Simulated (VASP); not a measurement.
# HfTi2S4 (P6/mmm) in VASP: relaxation of cell and atoms with PBE

Aim: the relaxation of cell and atoms of HfTi2S4 with PBE.

Program: VASP 6.6.1. These are calculated values, not measurements. Logs are shortened: lines on timing, memory, paths and dates and some standing lists are left out, and cuts for length are marked.

## (1) The cell of the first run

The structure is hexagonal, space group P6/mmm (No. 191). The conventional cell has a = 5.138 Å, b = 5.138 Å, c = 6.358 Å, α = 90.00°, β = 90.00°, γ = 120.00°. Hf (site symmetry 6/mmm) has 6 Ti at 2.97 Å and 2 S at 3.18 Å within 3.9 Å. Ti (site symmetry -6m2) has 3 Ti at 2.97 Å and 3 Hf at 2.97 Å and 6 S at 3.51 Å within 3.9 Å. S (site symmetry mmm) has 6 S at 2.57 Å and 4 Ti at 3.51 Å within 3.6 Å. Within 3.4 Å of S (site symmetry 6/mmm) lie 6 S at 2.57 Å and 2 Hf at 3.18 Å.

The cell was generated, and may not be a known phase.

## (2) Relaxation of cell and atoms, PBE, collinear spin

INCAR

```
SYSTEM = HfTi2S4
PREC     = Accurate       ! precision mode
ENCUT    = 500            ! plane-wave cutoff, eV
EDIFF    = 1E-7           ! SCF threshold, eV
ISMEAR   = 0              ! smearing method
SIGMA    = 0.15           ! smearing width, eV
LREAL    = .FALSE.        ! projectors in reciprocal space
LASPH    = .TRUE.         ! aspherical terms in the spheres
NELM     = 200            ! most SCF steps
ALGO     = Normal         ! electronic algorithm
ISIF     = 3              ! what is computed and relaxed
LWAVE    = .FALSE.        ! write WAVECAR
LCHARG   = .FALSE.        ! write CHGCAR
ISPIN    = 2              ! spin polarisation
MAGMOM   = 0 1 1 0 0 0 0  ! initial moments
LORBIT   = 11             ! projections on sites
LMAXMIX  = 4              ! l up to which the mixer works
GGA      = PE             ! functional
IBRION   = 2              ! ionic algorithm
NSW      = 36             ! ionic steps
EDIFFG   = -0.08          ! ionic threshold
GGA_COMPAT= .FALSE.      
NELMIN   = 4
```

KPOINTS

```
Automatic mesh
0
G
  3 3 2
  0 0 0
```

POSCAR

```
HfTi2S4
1.0
    5.1378428600      0.0000000000      0.0000000000
   -2.5689214300      4.4495024300      0.0000000000
    0.0000000000      0.0000000000      6.3582056400
Hf Ti S
1 2 4
Direct
    0.0000000000      0.0000000000      0.0000000000
    0.3333333300      0.6666666700      0.0000000000
    0.6666666700      0.3333333300      0.0000000000
    0.5000000000      0.0000000000      0.5000000000
    0.0000000000      0.5000000000      0.5000000000
    0.5000000000      0.5000000000      0.5000000000
    0.0000000000      0.0000000000      0.5000000000
```

Potentials or basis: VASP PAW PBE potentials, release 64 (Hf_pv, Ti_sv, S).

Command:

```console
$ cat potpaw_PBE.64/Hf_pv/POTCAR potpaw_PBE.64/Ti_sv/POTCAR potpaw_PBE.64/S/POTCAR > POTCAR
$ mpirun -np 1 vasp_std > vasp.out
```

OUTCAR:

```text
SYSTEM = HfTi2S4
   PREC = Accurate
   ENCUT = 500
   EDIFF = 1E-7
   ISMEAR = 0
   LREAL = .FALSE.
   LASPH = .TRUE.
   NELM = 200
   ISIF = 3
   ISPIN = 2
   LORBIT = 11
   GGA = PE
   IBRION = 2
   NSW = 36
   EDIFFG = -0.08
   NELMIN = 4

 ion  position               nearest neighbor table
   1  0.000  0.000  0.000-   2 2.97   3 2.97   2 2.97   3 2.97   3 2.97   2 2.97   7 3.18   7 3.18

   2  0.333  0.667  0.000-   1 2.97   1 2.97   1 2.97
   3  0.667  0.333  0.000-   1 2.97   1 2.97   1 2.97
   4  0.500  0.000  0.500-   5 2.57   6 2.57   6 2.57   5 2.57   7 2.57   7 2.57
   5  0.000  0.500  0.500-   4 2.57   7 2.57   7 2.57   4 2.57   6 2.57   6 2.57
   6  0.500  0.500  0.500-   4 2.57   7 2.57   4 2.57   7 2.57   5 2.57   5 2.57
   7  0.000  0.000  0.500-   5 2.57   6 2.57   5 2.57   6 2.57   4 2.57   4 2.57   1 3.18   1 3.18

  LATTYP: Found a hexagonal cell.
 ALAT       =     5.1378428600
 C/A-ratio  =     1.2375243489

  Lattice vectors:

 A1 = (   5.1378428600,   0.0000000000,   0.0000000000)
 A2 = (  -2.5689214300,   4.4495024300,   0.0000000000)
 A3 = (   0.0000000000,   0.0000000000,   6.3582056400)

Analysis of symmetry for initial positions (statically):
=====================================================================
 Subroutine PRICEL returns:
 Original cell was already a primitive cell.

 Routine SETGRP: Setting up the symmetry group for a
 hexagonal supercell.

 Subroutine GETGRP returns: Found 24 space group operations
 (whereof 24 operations were pure point group operations)
 out of a pool of 24 trial point group operations.

The static configuration has the point symmetry D_6h.

Analysis of symmetry for dynamics (positions and initial velocities):
=====================================================================
 Subroutine PRICEL returns:
 Original cell was already a primitive cell.

 Routine SETGRP: Setting up the symmetry group for a
 hexagonal supercell.

 Subroutine GETGRP returns: Found 24 space group operations
 (whereof 24 operations were pure point group operations)
 out of a pool of 24 trial point group operations.

The dynamic configuration has the point symmetry D_6h.

Analysis of structural, dynamic, and magnetic symmetry:
=====================================================================
 Subroutine PRICEL returns:
 Original cell was already a primitive cell.

 Routine SETGRP: Setting up the symmetry group for a
 hexagonal supercell.

 Subroutine GETGRP returns: Found 24 space group operations
 (whereof 24 operations were pure point group operations)
 out of a pool of 24 trial point group operations.

The overall configuration has the point symmetry D_6h.

 Subroutine INISYM returns: Found 24 space group operations
 (whereof 24 operations are pure point group operations),
 and found     1 'primitive' translations

----------------------------------------------------------------------------------------

                                     Primitive cell

  volume of cell :     145.3539

  direct lattice vectors                    reciprocal lattice vectors
     5.137842860  0.000000000  0.000000000     0.194634213  0.112372115  0.000000000
    -2.568921430  4.449502430  0.000000000     0.000000000  0.224744231  0.000000000
     0.000000000  0.000000000  6.358205640     0.000000000  0.000000000  0.157277077

  length of vectors
     5.137842860  5.137842854  6.358205640     0.224744230  0.224744231  0.157277077

  position of ions in fractional coordinates (direct lattice)
     0.000000000  0.000000000  0.000000000
     0.333333330  0.666666670  0.000000000
     0.666666670  0.333333330  0.000000000
     0.500000000  0.000000000  0.500000000
     0.000000000  0.500000000  0.500000000
     0.500000000  0.500000000  0.500000000
     0.000000000  0.000000000  0.500000000

  ion indices of the primitive-cell ions
   primitive index   ion index
                 1           1
[... 37 lines left out ...]
  0.333333  0.333333  0.000000      2.000000
  0.000000  0.000000  0.500000      1.000000
  0.333333  0.000000  0.500000      6.000000
  0.333333  0.333333  0.500000      2.000000
   k-points           NKPTS =      6   k-points in BZ     NKDIM =      6   number of bands    NBANDS=     35
   number of dos      NEDOS =    301   number of ions     NIONS =      7
   total plane-waves  NPLWV =  76800
   dimension x,y,z NGX =    40 NGY =   40 NGZ =   48
   dimension x,y,z NGXF=    80 NGYF=   80 NGZF=   96
   ions per type =               1   2   4
   NGX,Y,Z   is equivalent  to a cutoff of  12.94, 12.94, 12.55 a.u.
   NGXF,Y,Z  is equivalent  to a cutoff of  25.89, 25.89, 25.10 a.u.
 SYSTEM =  HfTi2S4
   PREC   = accura    normal or accurate (medium, high low for compatibility)
   ISTART =      0    job   : 0-new  1-cont  2-samecut
   ICHARG =      2    charge: 1-file 2-atom 10-const
   ISPIN  =      2    spin polarized calculation?
   LNONCOLLINEAR =      F non collinear calculations
   LSORBIT =      F    spin-orbit coupling
   LASPH  =      T    aspherical Exc in radial PAW
   ENCUT  =  500.0 eV  36.75 Ry    6.06 a.u.   9.37  9.37 11.59*2*pi/ulx,y,z
   NELM   =    200;   NELMIN=  4; NELMDL= -5     # of ELM steps
   EDIFF  = 0.1E-06   stopping-criterion for ELM
   LREAL  =      F    real-space projection
   EDIFFG = -.8E-01   stopping-criterion for IOM
   NSW    =     36    number of steps for IOM
   IBRION =      2    ionic relax: 0-MD 1-quasi-New 2-CG
   NFREE  =      1    steps in history (QN), initial steepest desc. (CG)
   ISIF   =      3    stress and relaxation
   ISYM   =      2    0-nonsym 1-usesym 2-fastsym
   POTIM  = 0.5000    time-step for ionic-motion
   TEBEG  =    0.0;   TEEND  =   0.0 temperature during run
   PSTRESS=    0.0 pullay stress
   NELECT =      58.0000    total number of electrons
   NUPDOWN=      -1.0000    fix difference up-down
   EMIN   =  10.00;   EMAX   =-10.00  energy-range for DOS
   EFERMI =   0.00;   METHOD = LEGACY
   ISMEAR =     0;   SIGMA  =   0.15  broadening in eV -4-tet -1-fermi 0-gaus
   EFERMI_NEDOS =   21; number of points for ismear=-14 and -15
   IALGO  =     38    algorithm
   IMIX   =      4    mixing-type and parameters
     AMIX     =   0.40;   BMIX     =  1.00
     AMIX_MAG =   1.60;   BMIX_MAG =  1.00
  volume/ion in A,a.u.               =      20.76       140.13
  Fermi-wavevector in a.u.,A,eV,Ry     =   1.205245  2.277582 19.764023  1.452615
  Thomas-Fermi vector in A             =   2.340947
   LORBIT       =     11    0 simple, 1 ext, 2 COOP (PROOUT), +10 PAW based schemes
   GGA     = PE    functional components
   LHFCALC =     F    Hartree Fock is set to
   AEXX    =    0.0000 exact exchange contribution
   IVDW    =     0    specifies the selected vdW correction
   LEPSILON=     F    determine dielectric tensor
   LRPA    =     F    only Hartree local field effects (RPA)
 conjugate gradient relaxation of ions
 spin polarized calculation
 Gauss-broadening in eV      SIGMA  =   0.15
  energy-cutoff  :      500.00
  volume of cell :      145.35
 maximum number of plane-waves:      3690
 NGX is ok and might be reduce to    40
   NGX = 19   NGY = 19   NGZ = 23

--------------------------------------- Ionic step        1  -------------------------------------------

 number of electron      58.0000003 magnetization       0.0009559

 number of electron      58.0000003 magnetization      -0.0000176

 Free energy of the ion-electron system (eV)
  ---------------------------------------------------
  ext. energy  EPLUGINS =         0.00000000
  ---------------------------------------------------
  free energy    TOTEN  =       -35.90115531 eV

  energy without entropy =      -35.78239272  energy(sigma->0) =      -35.84177402

------------------------ aborting loop because EDIFF is reached ----------------------------------------

  FORCE on cell =-STRESS in cart. coord.  units (eV):
  Direction    XX          YY          ZZ          XY          YZ          ZX
  --------------------------------------------------------------------------------------
  -------------------------------------------------------------------------------------
  Total        1.7059696      1.7059696    -15.1403264      0.0000000      0.0000000     -0.0000000
  in kB       18.8042073     18.8042073   -166.8856467      0.0000000      0.0000000     -0.0000000
  external PRESSURE =     -43.0924107 kB  Pullay stress =       0.0000000 kB
[... 73 lines left out ...]
 number of electron      58.0000010 magnetization       0.0412948

 number of electron      58.0000010 magnetization      -0.0007986

 E-fermi :  10.8099     XC(G=0): -12.3960

 val. band max:       10.7855888136   @ k =   0.3333   0.0000   0.5000
 cond. band min:      10.8230799295   @ k =   0.0000   0.0000   0.0000
 fundamental gap:      0.0374911159
 Fermi energy:        10.8099076297

 spin component 1

 k-point     1 :       0.0000    0.0000    0.0000
  band No.  band energies     occupation
      1     -46.2505      1.00000
      2     -46.2190      1.00000
      3     -22.7283      1.00000
      4     -22.6781      1.00000
      5     -22.5968      1.00000
      6     -22.5968      1.00000
[... 482 lines left out ...]
  FREE ENERGIE OF THE ION-ELECTRON SYSTEM (eV)
  ---------------------------------------------------
  free  energy   TOTEN  =       -33.6713426860 eV

  energy  without entropy=      -33.5294739285  energy(sigma->0) =      -33.60040831

[... ionic steps 4 to 10 ...]

--------------------------------------- Ionic step       11  -------------------------------------------

 number of electron      58.0000015 magnetization      -0.0000292

 number of electron      58.0000012 magnetization       0.0013630
[... 81 lines left out ...]
 number of electron      58.0000007 magnetization      -0.0010445

 number of electron      58.0000007 magnetization       0.0000796

 Free energy of the ion-electron system (eV)
  ---------------------------------------------------
  ext. energy  EPLUGINS =         0.00000000
  ---------------------------------------------------
  free energy    TOTEN  =       -40.89775161 eV

  energy without entropy =      -40.76422534  energy(sigma->0) =      -40.83098848

 E-fermi :   6.8661     XC(G=0): -10.8172

 val. band max:        6.7573812488   @ k =   0.3333   0.3333   0.0000
 cond. band min:       6.8688769277   @ k =   0.3333   0.0000   0.0000
 fundamental gap:      0.1114956789
 Fermi energy:         6.8661459670

 spin component 1

 k-point     1 :       0.0000    0.0000    0.0000
  band No.  band energies     occupation
      1     -50.7885      1.00000
      2     -50.7777      1.00000
      3     -27.1234      1.00000
      4     -27.1082      1.00000
      5     -27.0009      1.00000
      6     -27.0009      1.00000
[... 482 lines left out ...]
  FREE ENERGIE OF THE ION-ELECTRON SYSTEM (eV)
  ---------------------------------------------------
  free  energy   TOTEN  =       -40.8977516110 eV

  energy  without entropy=      -40.7642253422  energy(sigma->0) =      -40.83098848

 reached required accuracy - stopping structural energy minimisation

 total charge

# of ion       s       p       d       tot
------------------------------------------
    1        0.363   6.528   1.538   8.430
    2        2.151   6.041   1.822  10.015
    3        2.151   6.041   1.822  10.015
    4        1.389   2.194   0.000   3.583
    5        1.389   2.194   0.000   3.583
    6        1.389   2.194   0.000   3.583
    7        1.370   2.497   0.000   3.868
--------------------------------------------------
tot         10.204  27.691   5.182  43.076

 magnetization (x)

# of ion       s       p       d       tot
------------------------------------------
    1       -0.000  -0.000  -0.000  -0.000
    2        0.000   0.000   0.000   0.000
    3        0.000   0.000   0.000   0.000
    4        0.000   0.000   0.000   0.000
    5        0.000   0.000   0.000   0.000
    6        0.000   0.000   0.000   0.000
    7        0.000   0.000   0.000   0.000
--------------------------------------------------
tot          0.000   0.000   0.000   0.000
```

Wall time 45 min (1 thread of Oxide Virtual Turin-like, shared host); peak memory 0.34 GiB.

Results:

```
Free energy                                           : -40.8978 eV
Relaxed volume                                        : 18.54 Å³/atom
Relaxed cell                                          : a = 5.778 Å, b = 5.778 Å, c = 4.489 Å, α = 90.00°, β = 90.00°, γ = 120.00°
Space group after relaxing (to 0.1 Å)                 : P6/mmm (No. 191)
Pressure after relaxing                               : 0.1 GPa
Band gap on the k mesh                                : zero (filled and empty bands overlap)
Net moment                                            : 0.00 μB per cell
Valence electrons inside the program's atomic spheres : Hf 8.43; Ti 10.02; S 3.58, 3.87 (each value once)
```

Stress tensor (GPa, compression positive):
```
 0.24  0.00  0.00
 0.00  0.24  0.00
 0.00  0.00 -0.23
```

Final structure:
```xyz
7
Lattice="5.7783 0.0000 0.0000 -2.8892 5.0042 0.0000 0.0000 0.0000 4.4893" Properties=species:S:1:pos:R:3 pbc="T T T"
Hf   -2.8892    5.0042    0.0000
Ti    0.0000    3.3361    0.0000
Ti    2.8892    1.6681    4.4893
S     0.0000    5.0042    2.2447
S    -1.4446    2.5021    2.2447
S     1.4446    2.5021    2.2447
S    -2.8892    5.0042    2.2447
```

Caveat: the k points lie up to 0.70 Å⁻¹ apart in the final cell, too coarse for converged energies and pressures of a metal; a cell axis changed by over 15 % at a fixed basis, so the end point is rough; spin-orbit coupling is left out, which moves the levels of the heavy elements.

The gap in the log of VASP goes by the Fermi energy; the results here count the filled bands.